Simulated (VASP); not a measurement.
# Ta2N (P-3m1) in VASP: a series of runs

Ta2N is run at these levels: PBEsol; tasks: single point.

Program: VASP 6.6.1. These are calculated values, not measurements. Logs are shortened: lines on timing, memory, paths and dates and some standing lists are left out, and cuts for length are marked.

## (1) The cell of the first run

Symmetry: P-3m1, No. 164, trigonal system. Conventional cell: a = 2.925 Å, b = 2.925 Å, c = 4.944 Å, α = 90.00°, β = 90.00°, γ = 120.00°. Within 2.8 Å of Ta (site symmetry 3m) lie 3 N at 2.10 Å. N (site symmetry -3m) has 6 Ta at 2.10 Å within 2.8 Å.

## (2) Single point, PBEsol (strain -0.050 along x and y, +0.025 along z)

INCAR

```
ALGO     = Normal         # electronic algorithm
EDIFF    = 1E-6           # SCF threshold, eV
ENCUT    = 520            # plane-wave cutoff, eV
GGA      = PS             # functional
ISIF     = 2              # what is computed and relaxed
ISMEAR   = 0              # smearing method
LASPH    = T              # aspherical terms in the spheres
LCHARG   = F              # write CHGCAR
LREAL    = F              # projectors in reciprocal space
LWAVE    = F              # write WAVECAR
NBANDS   = 20             # bands
NELM     = 60             # most SCF steps
PREC     = Accurate       # precision mode
SIGMA    = 0.15           # smearing width, eV
```

KPOINTS

```
k-points
0
Gamma
  18 18 10
```

POSCAR

```
Ta2N
1.0
    2.9246846176      0.0000000000      0.0000000000
   -1.4623423088      2.5328511769      0.0000000000
    0.0000000000      0.0000000000      4.9438386074
Ta N
2 1
Direct
    0.6666666667      0.3333333333      0.7462554481
    0.3333333333      0.6666666667      0.2537445519
    0.0000000000      0.0000000000      0.0000000000
```

Potentials or basis: VASP PAW PBE potentials, release 64 (Ta_pv, N).

Run with:

```bash
> cat potpaw_PBE.64/Ta_pv/POTCAR potpaw_PBE.64/N/POTCAR > POTCAR
> mpirun -np 1 vasp_std > vasp.out
```

OUTCAR:

```text
EDIFF = 1E-6
   ENCUT = 520
   GGA = PS
   ISIF = 2
   ISMEAR = 0
   LASPH = T
   LREAL = F
   NELM = 60
   PREC = Accurate

 ion  position               nearest neighbor table
   1  0.667  0.333  0.746-   3 2.10   3 2.10   3 2.10   2 2.96   2 2.96   2 2.96   2 3.02   2 3.02
                             2 3.02
   2  0.333  0.667  0.254-   3 2.10   3 2.10   3 2.10   1 2.96   1 2.96   1 2.96   1 3.02   1 3.02
                             1 3.02
   3  0.000  0.000  0.000-   1 2.10   2 2.10   1 2.10   2 2.10   1 2.10   2 2.10

  LATTYP: Found a hexagonal cell.
 ALAT       =     2.9246846176
 C/A-ratio  =     1.6903834956

  Lattice vectors:

 A1 = (   2.9246846176,   0.0000000000,   0.0000000000)
 A2 = (  -1.4623423088,   2.5328511769,   0.0000000000)
 A3 = (   0.0000000000,   0.0000000000,   4.9438386074)

Analysis of symmetry for initial positions (statically):
=====================================================================
 Subroutine PRICEL returns:
 Original cell was already a primitive cell.

 Routine SETGRP: Setting up the symmetry group for a
 hexagonal supercell.

 Subroutine GETGRP returns: Found 12 space group operations
 (whereof 12 operations were pure point group operations)
 out of a pool of 24 trial point group operations.

The static configuration has the point symmetry D_3d.

Analysis of symmetry for dynamics (positions and initial velocities):
=====================================================================
 Subroutine PRICEL returns:
 Original cell was already a primitive cell.

 Routine SETGRP: Setting up the symmetry group for a
 hexagonal supercell.

 Subroutine GETGRP returns: Found 12 space group operations
 (whereof 12 operations were pure point group operations)
 out of a pool of 24 trial point group operations.

The dynamic configuration has the point symmetry D_3d.

 Subroutine INISYM returns: Found 12 space group operations
 (whereof 12 operations are pure point group operations),
 and found     1 'primitive' translations

----------------------------------------------------------------------------------------

                                     Primitive cell

  volume of cell :      36.6229

  direct lattice vectors                    reciprocal lattice vectors
     2.924684618  0.000000000  0.000000000     0.341917208  0.197405992  0.000000000
    -1.462342309  2.532851177  0.000000000     0.000000000  0.394811985  0.000000000
     0.000000000  0.000000000  4.943838607     0.000000000  0.000000000  0.202271975

  length of vectors
     2.924684618  2.924684618  4.943838607     0.394811985  0.394811985  0.202271975

  position of ions in fractional coordinates (direct lattice)
     0.666666667  0.333333333  0.746255448
     0.333333333  0.666666667  0.253744552
     0.000000000  0.000000000  0.000000000

  ion indices of the primitive-cell ions
   primitive index   ion index
                 1           1
                 2           2
                 3           3

----------------------------------------------------------------------------------------

 KPOINTS: k-points

Automatic generation of k-mesh.
 Grid dimensions read from file:
 generate k-points for:   18   18   10

 Generating k-lattice:

  Cartesian coordinates                     Fractional coordinates (reciprocal lattice)
     0.018995400  0.010967000  0.000000000     0.055555556  0.000000000  0.000000000
     0.000000000  0.021933999  0.000000000     0.000000000  0.055555556  0.000000000
     0.000000000  0.000000000  0.020227198     0.000000000  0.000000000  0.100000000

  Length of vectors
     0.021933999  0.021933999  0.020227198

  Shift w.r.t. Gamma in fractional coordinates (k-lattice)
     0.000000000  0.000000000  0.000000000

 Subroutine IBZKPT returns following result:
 ===========================================

 Found    330 irreducible k-points:

 Following reciprocal coordinates:
            Coordinates               Weight
  0.000000  0.000000  0.000000      1.000000
  0.055556  0.000000  0.000000      6.000000
  0.111111  0.000000  0.000000      6.000000
  0.166667  0.000000  0.000000      6.000000
  0.222222  0.000000  0.000000      6.000000
  0.277778  0.000000  0.000000      6.000000
[... 16 lines left out ...]
  0.333333  0.111111  0.000000     12.000000
  0.388889  0.111111  0.000000     12.000000
 [... further k-points ...]
   k-points           NKPTS =    330   k-points in BZ     NKDIM =    330   number of bands    NBANDS=     20
   number of dos      NEDOS =    301   number of ions     NIONS =      3
   total plane-waves  NPLWV =  23040
   dimension x,y,z NGX =    24 NGY =   24 NGZ =   40
   dimension x,y,z NGXF=    48 NGYF=   48 NGZF=   80
   ions per type =               2   1
   NGX,Y,Z   is equivalent  to a cutoff of  13.64, 13.64, 13.45 a.u.
   NGXF,Y,Z  is equivalent  to a cutoff of  27.28, 27.28, 26.90 a.u.
 SYSTEM =  unknown system
   PREC   = accura    normal or accurate (medium, high low for compatibility)
   ISTART =      0    job   : 0-new  1-cont  2-samecut
   ICHARG =      2    charge: 1-file 2-atom 10-const
   ISPIN  =      1    spin polarized calculation?
   LNONCOLLINEAR =      F non collinear calculations
   LSORBIT =      F    spin-orbit coupling
   LASPH  =      T    aspherical Exc in radial PAW
   ENCUT  =  520.0 eV  38.22 Ry    6.18 a.u.   5.44  5.44  9.19*2*pi/ulx,y,z
   NELM   =     60;   NELMIN=  2; NELMDL= -5     # of ELM steps
   EDIFF  = 0.1E-05   stopping-criterion for ELM
   LREAL  =      F    real-space projection
   EDIFFG = 0.1E-04   stopping-criterion for IOM
   NSW    =      0    number of steps for IOM
   IBRION =     -1    ionic relax: 0-MD 1-quasi-New 2-CG
   NFREE  =      0    steps in history (QN), initial steepest desc. (CG)
   ISIF   =      2    stress and relaxation
   ISYM   =      2    0-nonsym 1-usesym 2-fastsym
   POTIM  = 0.5000    time-step for ionic-motion
   TEBEG  =    0.0;   TEEND  =   0.0 temperature during run
   PSTRESS=    0.0 pullay stress
   NELECT =      27.0000    total number of electrons
   NUPDOWN=      -1.0000    fix difference up-down
   EMIN   =  10.00;   EMAX   =-10.00  energy-range for DOS
   EFERMI =   0.00;   METHOD = LEGACY
   ISMEAR =     0;   SIGMA  =   0.15  broadening in eV -4-tet -1-fermi 0-gaus
   EFERMI_NEDOS =   21; number of points for ismear=-14 and -15
   IALGO  =     38    algorithm
   IMIX   =      4    mixing-type and parameters
     AMIX     =   0.40;   BMIX     =  1.00
     AMIX_MAG =   1.60;   BMIX_MAG =  1.00
  volume/ion in A,a.u.               =      12.21        82.38
  Fermi-wavevector in a.u.,A,eV,Ry     =   1.478921  2.794756 29.758777  2.187208
  Thomas-Fermi vector in A             =   2.593143
   LORBIT       =      0    0 simple, 1 ext, 2 COOP (PROOUT), +10 PAW based schemes
   GGA     = PS    functional components
   LHFCALC =     F    Hartree Fock is set to
   AEXX    =    0.0000 exact exchange contribution
   IVDW    =     0    specifies the selected vdW correction
   LEPSILON=     F    determine dielectric tensor
   LRPA    =     F    only Hartree local field effects (RPA)
 non-spin polarized calculation
 Gauss-broadening in eV      SIGMA  =   0.15
  energy-cutoff  :      520.00
  volume of cell :       36.62
 maximum number of plane-waves:      1018
 NGX is ok and might be reduce to    24
   NGX = 11   NGY = 11   NGZ = 19

 number of electron      27.0000003 magnetization

 Free energy of the ion-electron system (eV)
  ---------------------------------------------------
  ext. energy  EPLUGINS =         0.00000000
  ---------------------------------------------------
  free energy    TOTEN  =       -36.13464051 eV

  energy without entropy =      -36.12209328  energy(sigma->0) =      -36.12836690

 E-fermi :   8.2624     XC(G=0): -13.5621

 val. band max:        8.2543010382   @ k =   0.0000   0.1111   0.1000
 cond. band min:       8.2690319420   @ k =   0.5000   0.0000   0.3000
 fundamental gap:      0.0147309038
 Fermi energy:         8.2624417374

 k-point     1 :       0.0000    0.0000    0.0000
  band No.  band energies     occupation
      1     -27.3381      2.00000
      2     -26.1505      2.00000
      3     -26.1505      2.00000
      4     -26.1124      2.00000
      5     -26.0366      2.00000
      6     -26.0366      2.00000
[... 12 lines left out ...]
     19       9.7120      0.00000
     20      13.8762      0.00000

 k-point     2 :       0.0556    0.0000    0.0000
  band No.  band energies     occupation
      1     -27.3246      2.00000
      2     -26.1871      2.00000
      3     -26.1616      2.00000
      4     -26.1136      2.00000
      5     -26.0714      2.00000
      6     -26.0405      2.00000
[... 12 lines left out ...]
     19      10.0992      0.00000
     20      13.9377      0.00000

 k-point     3 :       0.1111    0.0000    0.0000
  band No.  band energies     occupation
      1     -27.2850      2.00000
      2     -26.2885      2.00000
      3     -26.1925      2.00000
      4     -26.1713      2.00000
      5     -26.1194      2.00000
      6     -26.0526      2.00000
[... 12 lines left out ...]
     19      10.8545      0.00000
     20      13.9337      0.00000

 k-point     4 :       0.1667    0.0000    0.0000
  band No.  band energies     occupation
      1     -27.2223      2.00000
      2     -26.4423      2.00000
      3     -26.3155      2.00000
      4     -26.2376      2.00000
      5     -26.1343      2.00000
      6     -26.0733      2.00000
[... 429 lines left out ...]
 k-point    23 :       0.3333    0.1111    0.0000
  band No.  band energies     occupation
      1     -27.1467      2.00000
      2     -26.9352      2.00000
      3     -26.7867      2.00000
      4     -26.4917      2.00000
      5     -26.2919      2.00000
      6     -26.2639      2.00000
[... 12 lines left out ...]
     19      13.6033      0.00000
     20      14.4724      0.00000

 k-point    24 :       0.3889    0.1111    0.0000
  band No.  band energies     occupation
      1     -27.2269      2.00000
      2     -26.9932      2.00000
      3     -26.7182      2.00000
      4     -26.5288      2.00000
      5     -26.3343      2.00000
      6     -26.2863      2.00000
[... 12 lines left out ...]
     19      13.7229      0.00000
     20      14.2025      0.00000

 [... further k-points ...]

------------------------ aborting loop because EDIFF is reached ----------------------------------------

  FORCE on cell =-STRESS in cart. coord.  units (eV):
  Direction    XX          YY          ZZ          XY          YZ          ZX
  --------------------------------------------------------------------------------------
  -------------------------------------------------------------------------------------
  Total        8.1611091      8.1611091      3.8601716      0.0000000      0.0000000      0.0000000
  in kB      357.0316930    357.0316930    168.8745445      0.0000000      0.0000000      0.0000000
  external PRESSURE =     294.3126435 kB  Pullay stress =       0.0000000 kB

 VOLUME and BASIS-vectors are now :
 -----------------------------------------------------------------------------
  energy-cutoff  :      520.00
  volume of cell :       36.62
      direct lattice vectors                 reciprocal lattice vectors
     2.924684618  0.000000000  0.000000000     0.341917208  0.197405992  0.000000000
    -1.462342309  2.532851177  0.000000000     0.000000000  0.394811985  0.000000000
     0.000000000  0.000000000  4.943838607     0.000000000  0.000000000  0.202271975

 POSITION                                       TOTAL-FORCE (eV/Angst)
 -----------------------------------------------------------------------------------
      1.46234      0.84428      3.68937        -0.000000     -0.000000     -1.342697
     -0.00000      1.68857      1.25447         0.000000      0.000000      1.342697
      0.00000      0.00000      0.00000         0.000000      0.000000      0.000000
 -----------------------------------------------------------------------------------
    total drift:                                0.000000     -0.000000      0.000000

  FREE ENERGIE OF THE ION-ELECTRON SYSTEM (eV)
  ---------------------------------------------------
  free  energy   TOTEN  =       -36.1346405113 eV

  energy  without entropy=      -36.1220932801  energy(sigma->0) =      -36.12836690
```

Wall time 4.3 min (1 thread of Intel Xeon 8259CL, shared host); peak memory 0.34 GiB.

Results:

| Property | Result |
| --- | --- |
| Free energy | -36.1346 eV |
| Pressure | 29.4 GPa |
| Largest force | 1.343 eV/Å |
| Band gap on the k mesh | zero (an odd number of electrons rules out a gap without spin polarisation) |

Forces on the atoms (eV/Å):
```
Ta   0.000  0.000 -1.343
Ta   0.000  0.000  1.343
N    0.000  0.000  0.000
```

Stress tensor (GPa, compression positive):
```
35.70  0.00  0.00
 0.00 35.70  0.00
 0.00  0.00 16.89
```

Caveat: the cell differs from its parent crystal (strain -0.050 along x and y, +0.025 along z); the stress differs along the axes, from 17 to 36 GPa; the PAW data sets were made with another functional, which shifts forces and pressure a little; spin-orbit coupling is left out, which moves the levels of the heavy elements.

## (3) Single point, PBEsol (strain -0.025 along x and y, -0.025 along z)

INCAR

```
SYSTEM = Ta2N
ALGO     = Normal         ! electronic algorithm
EDIFF    = 1E-6           ! SCF threshold, eV
ENCUT    = 520            ! plane-wave cutoff, eV
GGA      = PS             ! functional
ISIF     = 2              ! what is computed and relaxed
ISMEAR   = 0              ! smearing method
LASPH    = .TRUE.         ! aspherical terms in the spheres
LCHARG   = .FALSE.        ! write CHGCAR
LREAL    = .FALSE.        ! projectors in reciprocal space
LWAVE    = .FALSE.        ! write WAVECAR
NBANDS   = 20             ! bands
NELM     = 80             ! most SCF steps
PREC     = Accurate       ! precision mode
SIGMA    = 0.15           ! smearing width, eV
```

KPOINTS

```
k-points
0
G
  18 18 10
  0 0 0
```

POSCAR

```
Ta2N
1.0
    3.0016500023      0.0000000000      0.0000000000
   -1.5008250012      2.5995051552      0.0000000000
    0.0000000000      0.0000000000      4.7026757486
Ta N
2 1
Direct
    0.6666666667      0.3333333333      0.7462554481
    0.3333333333      0.6666666667      0.2537445519
    0.0000000000      0.0000000000      0.0000000000
```

Potentials or basis: VASP PAW PBE potentials, release 64 (Ta_pv, N).

Run with:

```bash
> cat potpaw_PBE.64/Ta_pv/POTCAR potpaw_PBE.64/N/POTCAR > POTCAR
> mpirun -np 1 vasp_std > vasp.out
```

Run time: 4.2 min. Hardware: 1 thread of Intel Xeon 8259CL, shared host; peak memory 0.33 GiB.

It converged, with:

* Free energy: -36.2559 eV
* Pressure: 27.9 GPa
* Largest force: 0.646 eV/Å
* Band gap on the k mesh: zero (an odd number of electrons rules out a gap without spin polarisation)

Forces in eV/Å, atoms in the order of the input:
```
Ta   0.000  0.000 -0.646
Ta   0.000  0.000  0.646
N    0.000  0.000  0.000
```

Stress tensor (GPa, compression positive):
```
27.89  0.00  0.00
 0.00 27.89  0.00
 0.00  0.00 28.06
```

Levels at points of the mesh, in eV from the Fermi level:
```
           k point  band 11  band 12  band 13  band 14  band 15  band 16
(0.00, 0.00, 0.00)    -4.82    -0.78    -0.28    -0.28     0.32     0.32
(0.50, 0.00, 0.00)    -5.14    -2.68    -1.24     2.07     2.25     4.32
(0.00, 0.00, 0.50)    -3.09    -2.66    -1.29    -1.29     2.05     2.55
(0.50, 0.00, 0.50)    -3.69    -2.11    -2.05    -0.21     0.89     3.83
```

Caveat: the cell differs from its parent crystal (strain -0.025 along x and y, -0.025 along z); the cell stands under pressure; the PAW data sets were made with another functional, which shifts forces and pressure a little; spin-orbit coupling is left out, which moves the levels of the heavy elements.

## (4) Single point, PBEsol (strain -0.050 along x and y, +0.050 along z)

INCAR

```
ALGO     = Normal         # electronic algorithm
EDIFF    = 1E-6           # SCF threshold, eV
ENCUT    = 520            # plane-wave cutoff, eV
GGA      = PS             # functional
ISIF     = 2              # what is computed and relaxed
ISMEAR   = 0              # smearing method
LASPH    = True           # aspherical terms in the spheres
LCHARG   = True           # write CHGCAR
LELF     = True           # ELF
LREAL    = False          # projectors in reciprocal space
LVHAR    = True         
LWAVE    = False          # write WAVECAR
NBANDS   = 20             # bands
NELM     = 60             # most SCF steps
PREC     = Accurate       # precision mode
SIGMA    = 0.15           # smearing width, eV
```

KPOINTS

```
k-points
0
Gamma
  18 18 10
```

POSCAR

```
Ta2N
1.0
    2.9246846176      0.0000000000      0.0000000000
   -1.4623423088      2.5328511769      0.0000000000
    0.0000000000      0.0000000000      5.0644200369
Ta N
2 1
Direct
    0.6666666667      0.3333333333      0.7462554481
    0.3333333333      0.6666666667      0.2537445519
    0.0000000000      0.0000000000      0.0000000000
```

Run with:

```bash
> cat potpaw_PBE.64/Ta_pv/POTCAR potpaw_PBE.64/N/POTCAR > POTCAR
> mpirun -np 1 vasp_std > vasp.out
```

Run time: 4.8 min. Hardware: 1 thread of Intel Xeon 8259CL, shared host; peak memory 0.34 GiB.

The run converged. Its results:

| Quantity | Value |
| --- | --- |
| Free energy | -36.1944 eV |
| Pressure | 20.2 GPa |
| Largest force | 1.273 eV/Å |
| Band gap on the k mesh | zero (an odd number of electrons rules out a gap without spin polarisation) |

Forces on the atoms (eV/Å):
```
Ta   0.000  0.000 -1.273
Ta   0.000  0.000  1.273
N    0.000  0.000  0.000
```

Stress tensor (GPa, compression positive):
```
27.99  0.00  0.00
 0.00 27.99  0.00
 0.00  0.00  4.67
```

Levels at points of the mesh, in eV from the Fermi level:
```
           k point  band 11  band 12  band 13  band 14  band 15  band 16
(0.00, 0.00, 0.00)    -5.04    -1.59    -0.18    -0.18     0.25     1.22
(0.50, 0.00, 0.00)    -4.96    -2.31    -0.96     0.75     3.15     4.25
(0.00, 0.00, 0.50)    -3.67    -2.96    -0.73    -0.73     1.43     2.54
(0.50, 0.00, 0.50)    -3.91    -1.90    -1.82    -0.56     1.36     4.68
```

Caveat: the cell differs from its parent crystal (strain -0.050 along x and y, +0.050 along z); the stress differs along the axes, from 5 to 28 GPa; the PAW data sets were made with another functional, which shifts forces and pressure a little; spin-orbit coupling is left out, which moves the levels of the heavy elements.

## (5) Summary

| cell | gap on the mesh (eV) | pressure (GPa) | largest force (eV/Å) |
| --- | --- | --- | --- |
| a = 2.925, b = 2.925, c = 4.944 Å, angles 90.0, 90.0, 120.0°, 3 atoms | none | 29.4 | 1.34 |
| a = 3.002, b = 3.002, c = 4.703 Å, angles 90.0, 90.0, 120.0°, 3 atoms | none | 27.9 | 0.65 |
| a = 2.925, b = 2.925, c = 5.064 Å, angles 90.0, 90.0, 120.0°, 3 atoms | none | 20.2 | 1.27 |

Alike in all rows: task single point; level PBEsol; potentials or basis VASP PAW PBE potentials, release 64 (Ta_pv, N); no spin polarisation; k mesh 18 × 18 × 10; cutoff (eV) 520; smearing gaussian 0.15 eV.

Caveats: the PAW data sets were made with another functional, which shifts forces and pressure a little; spin-orbit coupling is left out, which moves the levels of the heavy elements; the stress differs along the axes, from 17 to 36 GPa (at least some runs); the cell stands under pressure (at least some runs); the stress differs along the axes, from 5 to 28 GPa (at least some runs).

Total energies depend on the potentials used, so only differences within one code and one set of settings carry meaning.
